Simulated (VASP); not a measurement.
# La (Fd-3m) in VASP: further runs

La is run at these levels: PBEsol; tasks: single point.

All numbers are computed with VASP 6.6.1; they aren't measurements. Logs are shortened: lines on timing, memory, paths and dates and some standing lists are left out, and cuts for length are marked.

## 1. The cell of the first run

The structure is cubic, space group Fd-3m (No. 227). The conventional cell has a = 6.738 Å, b = 6.738 Å, c = 6.738 Å, α = 90.00°, β = 90.00°, γ = 90.00°. La (site symmetry -43m) has 4 La at 2.92 Å within 3.8 Å.

## 2. Single point, PBEsol (volume scaled by 1.08)

The input, INCAR:

```
ALGO = Normal
EDIFF = 1E-7
ENCUT = 520
GGA = PS
ISIF = 2
ISMEAR = -1
LASPH = True
LCHARG = False
LREAL = False
LWAVE = False
NBANDS = 18
NELM = 80
PREC = Accurate
SIGMA = 0.1
```

The input, KPOINTS:

```
k-points
0
Gamma
  9 9 9
```

The input, POSCAR:

```
La
1.0
    0.0000000000      3.3692473255      3.3692473255
    3.3692473255      0.0000000000      3.3692473255
    3.3692473255      3.3692473255      0.0000000000
La
2
Direct
    0.1250000000      0.1250000000      0.1250000000
    0.8750000000      0.8750000000      0.8750000000
```

Potentials or basis: VASP PAW PBE potentials, release 64 (La).

On the command line:

```console
> cat potpaw_PBE.64/La/POTCAR > POTCAR
> mpirun -np 1 vasp_std > vasp.out
```

OUTCAR:

```text
EDIFF = 1E-7
   ENCUT = 520
   GGA = PS
   ISIF = 2
   ISMEAR = -1
   LASPH = True
   LREAL = False
   NELM = 80
   PREC = Accurate

 ion  position               nearest neighbor table
   1  0.125  0.125  0.125-   2 2.92   2 2.92   2 2.92   2 2.92
   2  0.875  0.875  0.875-   1 2.92   1 2.92   1 2.92   1 2.92

  LATTYP: Found a face centered cubic cell.
 ALAT       =     6.7384946510

  Lattice vectors:

 A1 = (   0.0000000000,   3.3692473255,   3.3692473255)
 A2 = (   3.3692473255,   0.0000000000,   3.3692473255)
 A3 = (   3.3692473255,   3.3692473255,   0.0000000000)

Analysis of symmetry for initial positions (statically):
=====================================================================
 Subroutine PRICEL returns:
 Original cell was already a primitive cell.

 Routine SETGRP: Setting up the symmetry group for a
 face centered cubic supercell.

 Subroutine GETGRP returns: Found 48 space group operations
 (whereof 12 operations were pure point group operations)
 out of a pool of 48 trial point group operations.

The static configuration has the point symmetry D_3d.
 The point group associated with its full space group is O_h .

Analysis of symmetry for dynamics (positions and initial velocities):
=====================================================================
 Subroutine PRICEL returns:
 Original cell was already a primitive cell.

 Routine SETGRP: Setting up the symmetry group for a
 face centered cubic supercell.

 Subroutine GETGRP returns: Found 48 space group operations
 (whereof 12 operations were pure point group operations)
 out of a pool of 48 trial point group operations.

The dynamic configuration has the point symmetry D_3d.
 The point group associated with its full space group is O_h .

 Subroutine INISYM returns: Found 48 space group operations
 (whereof 12 operations are pure point group operations),
 and found     1 'primitive' translations

----------------------------------------------------------------------------------------

                                     Primitive cell

  volume of cell :      76.4942

  direct lattice vectors                    reciprocal lattice vectors
     0.000000000  3.369247325  3.369247325    -0.148401097  0.148401097  0.148401097
     3.369247325  0.000000000  3.369247325     0.148401097 -0.148401097  0.148401097
     3.369247325  3.369247325  0.000000000     0.148401097  0.148401097 -0.148401097

  length of vectors
     4.764835263  4.764835263  4.764835263     0.257038240  0.257038240  0.257038240

  position of ions in fractional coordinates (direct lattice)
     0.125000000  0.125000000  0.125000000
     0.875000000  0.875000000  0.875000000

  ion indices of the primitive-cell ions
   primitive index   ion index
                 1           1
                 2           2

----------------------------------------------------------------------------------------

 KPOINTS: k-points

Automatic generation of k-mesh.
 Grid dimensions read from file:
 generate k-points for:    9    9    9

 Generating k-lattice:

  Cartesian coordinates                     Fractional coordinates (reciprocal lattice)
    -0.016489011  0.016489011  0.016489011     0.111111111  0.000000000  0.000000000
     0.016489011 -0.016489011  0.016489011     0.000000000  0.111111111  0.000000000
     0.016489011  0.016489011 -0.016489011     0.000000000  0.000000000  0.111111111

  Length of vectors
     0.028559804  0.028559804  0.028559804

  Shift w.r.t. Gamma in fractional coordinates (k-lattice)
     0.000000000  0.000000000  0.000000000

 Subroutine IBZKPT returns following result:
 ===========================================

 Found     35 irreducible k-points:

 Following reciprocal coordinates:
            Coordinates               Weight
  0.000000  0.000000  0.000000      1.000000
  0.111111  0.000000  0.000000      8.000000
  0.222222  0.000000  0.000000      8.000000
  0.333333  0.000000  0.000000      8.000000
  0.444444  0.000000  0.000000      8.000000
  0.111111  0.111111  0.000000      6.000000
[... 16 lines left out ...]
 -0.333333  0.333333  0.000000     12.000000
  0.444444  0.444444  0.000000      6.000000
 [... further k-points ...]
   k-points           NKPTS =     35   k-points in BZ     NKDIM =     35   number of bands    NBANDS=     18
   number of dos      NEDOS =    301   number of ions     NIONS =      2
   total plane-waves  NPLWV =  46656
   dimension x,y,z NGX =    36 NGY =   36 NGZ =   36
   dimension x,y,z NGXF=    72 NGYF=   72 NGZF=   72
   ions per type =               2
   NGX,Y,Z   is equivalent  to a cutoff of  12.56, 12.56, 12.56 a.u.
   NGXF,Y,Z  is equivalent  to a cutoff of  25.12, 25.12, 25.12 a.u.
 SYSTEM =  unknown system
   PREC   = accura    normal or accurate (medium, high low for compatibility)
   ISTART =      0    job   : 0-new  1-cont  2-samecut
   ICHARG =      2    charge: 1-file 2-atom 10-const
   ISPIN  =      1    spin polarized calculation?
   LNONCOLLINEAR =      F non collinear calculations
   LSORBIT =      F    spin-orbit coupling
   LASPH  =      T    aspherical Exc in radial PAW
   ENCUT  =  520.0 eV  38.22 Ry    6.18 a.u.   8.86  8.86  8.86*2*pi/ulx,y,z
   NELM   =     80;   NELMIN=  2; NELMDL= -5     # of ELM steps
   EDIFF  = 0.1E-06   stopping-criterion for ELM
   LREAL  =      F    real-space projection
   EDIFFG = 0.1E-05   stopping-criterion for IOM
   NSW    =      0    number of steps for IOM
   IBRION =     -1    ionic relax: 0-MD 1-quasi-New 2-CG
   NFREE  =      0    steps in history (QN), initial steepest desc. (CG)
   ISIF   =      2    stress and relaxation
   ISYM   =      2    0-nonsym 1-usesym 2-fastsym
   POTIM  = 0.5000    time-step for ionic-motion
   TEBEG  =    0.0;   TEEND  =   0.0 temperature during run
   PSTRESS=    0.0 pullay stress
   NELECT =      22.0000    total number of electrons
   NUPDOWN=      -1.0000    fix difference up-down
   EMIN   =  10.00;   EMAX   =-10.00  energy-range for DOS
   EFERMI =   0.00;   METHOD = LEGACY
   ISMEAR =    -1;   SIGMA  =   0.10  broadening in eV -4-tet -1-fermi 0-gaus
   EFERMI_NEDOS =   21; number of points for ismear=-14 and -15
   IALGO  =     38    algorithm
   IMIX   =      4    mixing-type and parameters
     AMIX     =   0.40;   BMIX     =  1.00
     AMIX_MAG =   1.60;   BMIX_MAG =  1.00
  volume/ion in A,a.u.               =      38.25       258.10
  Fermi-wavevector in a.u.,A,eV,Ry     =   1.080620  2.042075 15.888049  1.167739
  Thomas-Fermi vector in A             =   2.216615
   LORBIT       =      0    0 simple, 1 ext, 2 COOP (PROOUT), +10 PAW based schemes
   GGA     = PS    functional components
   LHFCALC =     F    Hartree Fock is set to
   AEXX    =    0.0000 exact exchange contribution
   IVDW    =     0    specifies the selected vdW correction
   LEPSILON=     F    determine dielectric tensor
   LRPA    =     F    only Hartree local field effects (RPA)
 non-spin polarized calculation
  energy-cutoff  :      520.00
  volume of cell :       76.49
 maximum number of plane-waves:      2085
   NGX = 17   NGY = 17   NGZ = 17

 number of electron      21.9999998 magnetization

 Free energy of the ion-electron system (eV)
  ---------------------------------------------------
  ext. energy  EPLUGINS =         0.00000000
  ---------------------------------------------------
  free energy    TOTEN  =        -8.75790608 eV

  energy without entropy =       -8.68040567  energy(sigma->0) =       -8.71915588

 E-fermi :   7.0506     XC(G=0):  -9.3030

 val. band max:        7.0150968556   @ k =  -0.4444   0.4444   0.1111
 cond. band min:       7.1390385485   @ k =   0.3333   0.3333   0.0000
 fundamental gap:      0.1239416929
 Fermi energy:         7.0506292822

 k-point     1 :       0.0000    0.0000    0.0000
  band No.  band energies     occupation
      1     -26.4621      2.00000
      2     -24.8858      2.00000
      3     -10.6411      2.00000
      4     -10.6411      2.00000
      5     -10.6411      2.00000
      6      -8.6079      2.00000
[... 10 lines left out ...]
     17       8.7347      0.00000
     18       8.7347      0.00000

 k-point     2 :       0.1111    0.0000    0.0000
  band No.  band energies     occupation
      1     -26.4309      2.00000
      2     -24.9266      2.00000
      3     -10.6768      2.00000
      4     -10.6768      2.00000
      5     -10.6420      2.00000
      6      -8.5843      2.00000
[... 10 lines left out ...]
     17       8.6610      0.00000
     18       8.7396      0.00000

 k-point     3 :       0.2222    0.0000    0.0000
  band No.  band energies     occupation
      1     -26.3435      2.00000
      2     -25.0379      2.00000
      3     -10.7609      2.00000
      4     -10.7609      2.00000
      5     -10.6498      2.00000
      6      -8.5152      2.00000
[... 10 lines left out ...]
     17       8.7262      0.00000
     18       8.7650      0.00000

 k-point     4 :       0.3333    0.0000    0.0000
  band No.  band energies     occupation
      1     -26.2224      2.00000
      2     -25.1859      2.00000
      3     -10.8473      2.00000
      4     -10.8473      2.00000
      5     -10.6669      2.00000
      6      -8.4208      2.00000
[... 10 lines left out ...]
     17       8.7658      0.00000
     18       8.9949      0.00000

 k-point     5 :       0.4444    0.0000    0.0000
  band No.  band energies     occupation
      1     -26.1209      2.00000
      2     -25.3049      2.00000
      3     -10.8995      2.00000
      4     -10.8995      2.00000
      5     -10.6822      2.00000
      6      -8.3506      2.00000
[... 10 lines left out ...]
     17       9.0506      0.00000
     18       9.0866      0.00000

 k-point     6 :       0.1111    0.1111    0.0000
  band No.  band energies     occupation
      1     -26.4201      2.00000
      2     -24.9405      2.00000
      3     -10.7213      2.00000
      4     -10.7213      2.00000
      5     -10.5691      2.00000
      6      -8.6716      2.00000
[... 10 lines left out ...]
     17       8.6322      0.00000
     18       8.6983      0.00000

 k-point     7 :       0.2222    0.1111    0.0000
  band No.  band energies     occupation
      1     -26.3501      2.00000
      2     -25.0296      2.00000
      3     -10.8114      2.00000
      4     -10.8085      2.00000
      5     -10.5134      2.00000
      6      -8.6972      2.00000
[... 10 lines left out ...]
     17       8.6838      0.00000
     18       8.7007      0.00000

 k-point     8 :       0.3333    0.1111    0.0000
  band No.  band energies     occupation
      1     -26.2364      2.00000
      2     -25.1692      2.00000
      3     -10.9224      2.00000
      4     -10.8925      2.00000
      5     -10.4816      2.00000
      6      -8.6655      2.00000
[... 10 lines left out ...]
     17       8.7170      0.00000
     18       8.8380      0.00000
[... 229 lines left out ...]
     17       8.5772      0.00000
     18       8.8927      0.00000

 k-point    20 :       0.3333    0.3333    0.0000
  band No.  band energies     occupation
      1     -26.1054      2.00000
      2     -25.3227      2.00000
      3     -11.0649      2.00000
      4     -11.0649      2.00000
      5     -10.0786      2.00000
      6      -9.1056      2.00000
[... 10 lines left out ...]
     17       8.7242      0.00000
     18       8.8873      0.00000

 k-point    21 :       0.4444    0.3333    0.0000
  band No.  band energies     occupation
      1     -25.9815      2.00000
      2     -25.4611      2.00000
      3     -11.1467      2.00000
      4     -11.1110      2.00000
      5      -9.9274      2.00000
      6      -9.2196      2.00000
[... 10 lines left out ...]
     17       8.8062      0.00000
     18       8.8849      0.00000

 k-point    22 :      -0.4444    0.3333    0.0000
  band No.  band energies     occupation
      1     -25.8748      2.00000
      2     -25.5756      2.00000
      3     -11.2263      2.00000
      4     -11.1021      2.00000
      5      -9.8569      2.00000
      6      -9.2324      2.00000
[... 10 lines left out ...]
     17       8.8663      0.00000
     18       9.0078      0.00000

 k-point    23 :      -0.3333    0.3333    0.0000
  band No.  band energies     occupation
      1     -25.9189      2.00000
      2     -25.5288      2.00000
      3     -11.2501      2.00000
      4     -11.0415      2.00000
      5      -9.9868      2.00000
      6      -9.0649      2.00000
[... 10 lines left out ...]
     17       8.7546      0.00000
     18       8.9149      0.00000

 k-point    24 :       0.4444    0.4444    0.0000
  band No.  band energies     occupation
      1     -25.8612      2.00000
      2     -25.5899      2.00000
      3     -11.1621      2.00000
      4     -11.1621      2.00000
      5      -9.7469      2.00000
      6      -9.4133      2.00000
[... 10 lines left out ...]
     17       8.8998      0.00000
     18       8.9442      0.00000

 [... further k-points ...]
[... 5 lines left out ...]
  --------------------------------------------------------------------------------------
  -------------------------------------------------------------------------------------
  Total       -1.5389917     -1.5389917     -1.5389917      0.0000000      0.0000000     -0.0000000
  in kB      -32.2342966    -32.2342966    -32.2342966      0.0000000      0.0000000     -0.0000000
  external PRESSURE =     -32.2342966 kB  Pullay stress =       0.0000000 kB

 VOLUME and BASIS-vectors are now :
 -----------------------------------------------------------------------------
  energy-cutoff  :      520.00
  volume of cell :       76.49
      direct lattice vectors                 reciprocal lattice vectors
     0.000000000  3.369247325  3.369247325    -0.148401097  0.148401097  0.148401097
     3.369247325  0.000000000  3.369247325     0.148401097 -0.148401097  0.148401097
     3.369247325  3.369247325  0.000000000     0.148401097  0.148401097 -0.148401097

 POSITION                                       TOTAL-FORCE (eV/Angst)
 -----------------------------------------------------------------------------------
      0.84231      0.84231      0.84231        -0.000000     -0.000000     -0.000000
      5.89618      5.89618      5.89618         0.000000      0.000000      0.000000
 -----------------------------------------------------------------------------------
    total drift:                               -0.000000      0.000000      0.000000

  FREE ENERGIE OF THE ION-ELECTRON SYSTEM (eV)
  ---------------------------------------------------
  free  energy   TOTEN  =        -8.7579060796 eV

  energy  without entropy=       -8.6804056727  energy(sigma->0) =       -8.71915588
```

Wall time 28 s (1 thread of Intel Xeon Platinum 8481C at 2.70GHz (Sapphire Rapids), shared host); peak memory 0.23 GiB.

Results:

| Quantity | Value |
| --- | --- |
| Free energy | -8.7579 eV |
| Pressure | -3.2 GPa |
| Band gap on the k mesh | zero (band 11 reaches 7.14 eV, above the bottom of band 12 at 6.86 eV) |

Levels at points of the mesh, in eV from the Fermi level:
```csv
k point,band 8,band 9,band 10,band 11,band 12,band 13,band 14,band 15
"(0.00, 0.00, 0.00)",-15.66,-2.38,-0.70,-0.70,0.89,0.89,0.89,1.59
```

Caveat: the PAW data sets were made with another functional, which shifts forces and pressure a little; spin-orbit coupling is left out, which moves the levels of the heavy elements.

## 3. Single point, PBEsol (volume scaled by 1.12)

The input, INCAR:

```
SYSTEM = La
  ALGO = Normal
  EDIFF = 1E-6
  ENCUT = 520
  GGA = PS
  ISIF = 2
  ISMEAR = -1
  LASPH = .TRUE.
  LCHARG = .FALSE.
  LREAL = .FALSE.
  LWAVE = .FALSE.
  NBANDS = 18
  NELM = 80
  PREC = Accurate
  SIGMA = 0.1
```

The input, KPOINTS:

```
k-points
0
G
  9 9 9
  0 0 0
```

The input, POSCAR:

```
La
1.0
    0.0000000000      3.4103397574      3.4103397574
    3.4103397574      0.0000000000      3.4103397574
    3.4103397574      3.4103397574      0.0000000000
La
2
Direct
    0.1250000000      0.1250000000      0.1250000000
    0.8750000000      0.8750000000      0.8750000000
```

Potentials or basis: VASP PAW PBE potentials, release 64 (La).

On the command line:

```console
> cat potpaw_PBE.64/La/POTCAR > POTCAR
> mpirun -np 1 vasp_std > vasp.out
```

It took 26 s on 1 thread of Intel Xeon Platinum 8481C at 2.70GHz (Sapphire Rapids), shared host; peak memory 0.22 GiB.

The run converged. Its results:

| Item | Value |
| --- | --- |
| Free energy | -8.6920 eV |
| Pressure | -4.2 GPa |
| Band gap on the k mesh | zero (band 11 reaches 6.84 eV, above the bottom of band 12 at 6.50 eV) |

Levels at points of the mesh, in eV from the Fermi level:
```
           k point  band 7  band 8  band 9  band 10  band 11  band 12  band 13  band 14  band 15  band 16
(0.00, 0.00, 0.00)  -15.75  -15.75   -2.38    -0.65    -0.65     0.86     0.86     0.86     1.52     1.64
```

Caveat: the PAW data sets were made with another functional, which shifts forces and pressure a little; spin-orbit coupling is left out, which moves the levels of the heavy elements.
